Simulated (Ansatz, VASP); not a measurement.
**AlN: VASP beside Ansatz**

File INCAR:

```
SYSTEM = AlN
  PREC = Accurate
  ENCUT = 520
  EDIFF = 1E-6
  ISMEAR = 0
  SIGMA = 0.05
  LREAL = .FALSE.
  LASPH = .TRUE.
  NELM = 60
  ALGO = Normal
  ISIF = 2
  LWAVE = .FALSE.
  LCHARG = .FALSE.
  NBANDS = 26
```

Contents of KPOINTS:

```
Automatic mesh
0
G
  8 6 4
  0 0 0
```

The input POSCAR:

```
AlN
1.0
   -1.6378403119      2.8368226349      0.0000000000
    0.0000000000      0.0000000000      4.1006264518
    4.9135209358      2.8368226349      0.0000000000
Al N
4 4
Direct
    0.3776515948      0.7500000000      0.2015933216
    1.0000000000      0.7500000000      0.6666666667
    0.0000000000      0.2500000000      0.3333333333
    0.5000000000      0.2500000000      0.8333333333
    0.5000000000      0.2500000000      0.1666666667
    1.0000000000      0.2500000000      0.6666666667
    0.0000000000      0.7500000000      0.3333333333
    0.5000000000      0.7500000000      0.8333333333
```

Input for Ansatz:

```yaml
crystal:
  lattice:
    - [-1.6378403119, 2.8368226349, 0.0]
    - [0.0, 0.0, 4.1006264518]
    - [4.9135209358, 2.8368226349, 0.0]
  atoms:
    - { symbol: Al, position: [0.3776515948, 0.75, 0.2015933216] }
    - { symbol: Al, position: [1.0, 0.75, 0.6666666667] }
    - { symbol: Al, position: [0.0, 0.25, 0.3333333333] }
    - { symbol: Al, position: [0.5, 0.25, 0.8333333333] }
    - { symbol: "N", position: [0.5, 0.25, 0.1666666667] }
    - { symbol: "N", position: [1.0, 0.25, 0.6666666667] }
    - { symbol: "N", position: [0.0, 0.75, 0.3333333333] }
    - { symbol: "N", position: [0.5, 0.75, 0.8333333333] }
basis:
  ecutwfc: 420
kpoints:
  mp_grid: { grid: [8, 6, 4] }
hamiltonian:
  xc: lda
  pseudopotentials: { kind: paw, azcp: { folder: soft_1 } }
scf:
  occupations: { method: gaussian, width: 0.05 }
output:
  forces: true
  stress: true
  eigenvalues: true
```

Alike in both runs: task single point; functional LDA; k mesh 8 × 6 × 4; occupations gaussian, width 0.05 eV; no spin polarisation.

|  | VASP | Ansatz |
| --- | --- | --- |
| version | VASP 6.6.1 | Ansatz 0.2.0 |
| potentials or method | VASP PAW LDA potentials, release 64 (Al, N), cutoff 520 eV | scalar-relativistic, plane waves, PAW |
| valence electrons in the cell | 32 | 32 |

```tsv
	VASP	Ansatz	Ansatz less VASP
gap on the k mesh at the Fermi level (eV)	3.33	3.33	-0.002
least direct gap on the mesh (eV)	3.33	3.33	-0.002
pressure (GPa)	15.3	14.5	-0.85
traceless stress, the component that is largest in VASP (GPa)	-22.62	-22.22	+0.399
rms of the force components (eV/Å)	5.649	5.569	-0.0800
```

Ansatz warns that its potentials were made for another functional, while VASP's fit it. LDA's correlation is that of Perdew and Zunger in VASP and of Perdew and Wang (1992) in Ansatz. Atom by atom the forces differ by 0.081 eV/Å (rms over components).
